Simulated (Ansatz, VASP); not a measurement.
## One calculation of HfO2, two programs

File INCAR:

```
PREC = Accurate
ENCUT = 520
EDIFF = 1E-6
ISMEAR = 0
SIGMA = 0.05
LREAL = False
LASPH = True
NELM = 100
ALGO = Normal
ISIF = 2
LWAVE = False
LCHARG = False
GGA = PS
NBANDS = 31
```

File KPOINTS:

```
regular mesh
0
Gamma
  6 6 8
```

POSCAR

```
HfO2
1.0
    4.8307835077      0.0000000000      0.0000000000
    0.0000000000      4.8307835077      0.0000000000
    0.0000000000      0.0000000000      3.2101828971
Hf O
2 4
Direct
    0.0000000000      0.0000000000     -0.0309951187
    0.5000000000      0.5000000000      0.5309951187
    0.1572912555      0.7673255293      0.4882965444
    0.3427087445      0.2673255293      0.0117034556
    0.6572912555      0.7326744707      0.0117034556
    0.8427087445      0.2326744707      0.4882965444
```

Input for Ansatz:

```yaml
crystal:
  lattice:
    - [4.8307835077, 0.0, 0.0]
    - [0.0, 4.8307835077, 0.0]
    - [0.0, 0.0, 3.2101828971]
  atoms:
    - { symbol: Hf, position: [0.0, 0.0, -0.0309951187] }
    - { symbol: Hf, position: [0.5, 0.5, 0.5309951187] }
    - { symbol: O, position: [0.1572912555, 0.7673255293, 0.4882965444] }
    - { symbol: O, position: [0.3427087445, 0.2673255293, 0.0117034556] }
    - { symbol: O, position: [0.6572912555, 0.7326744707, 0.0117034556] }
    - { symbol: O, position: [0.8427087445, 0.2326744707, 0.4882965444] }
basis:
  ecutwfc: 520.0
kpoints:
  mp_grid: { grid: [6, 6, 8] }
hamiltonian:
  xc: pbesol
  pseudopotentials: { kind: paw, azcp: { folder: soft_1 } }
scf:
  occupations: { method: gaussian, width: 0.05 }
output:
  forces: true
  stress: true
  eigenvalues: true
```

Change from the starting cell: mode 4 frozen in at -0.100 Å and mode 5 at -0.258 Å (largest displacements).

Alike in both runs: task single point; functional PBEsol; k mesh 6 × 6 × 8; occupations gaussian, width 0.05 eV; no spin polarisation.

|  | VASP | Ansatz |
| --- | --- | --- |
| version | VASP 6.6.1 | Ansatz 0.2.0 |
| potentials or method | VASP PAW PBE potentials, release 64 (Hf_pv, O), cutoff 520 eV | scalar-relativistic, plane waves, PAW |
| valence electrons in the cell | 44 | 76 |

VASP gave:

| Property | Result |
| --- | --- |
| gap on the k mesh at the Fermi level (eV) | 3.97 |
| least direct gap on the mesh (eV) | 3.99 |
| pressure (GPa) | -6.6 |
| traceless stress, the component that is largest in VASP (GPa) | -1.51 |
| rms of the force components (eV/Å) | 0.278 |

Question: What did Ansatz give for the same quantities?

Answer: gap on the k mesh at the Fermi level (eV): 4.02; least direct gap on the mesh (eV): 4.04; pressure (GPa): -3.9; traceless stress, the component that is largest in VASP (GPa): -1.62; rms of the force components (eV/Å): 0.251.

VASP's potentials were made for PBE, not for PBEsol, and Ansatz warns of the same on its side. Atom by atom the forces differ by 0.034 eV/Å (rms over components). VASP's potentials hold 44 valence electrons a cell and Ansatz's 76, so a difference there can come from the potentials and not from the codes.

Spin-orbit coupling is off throughout.
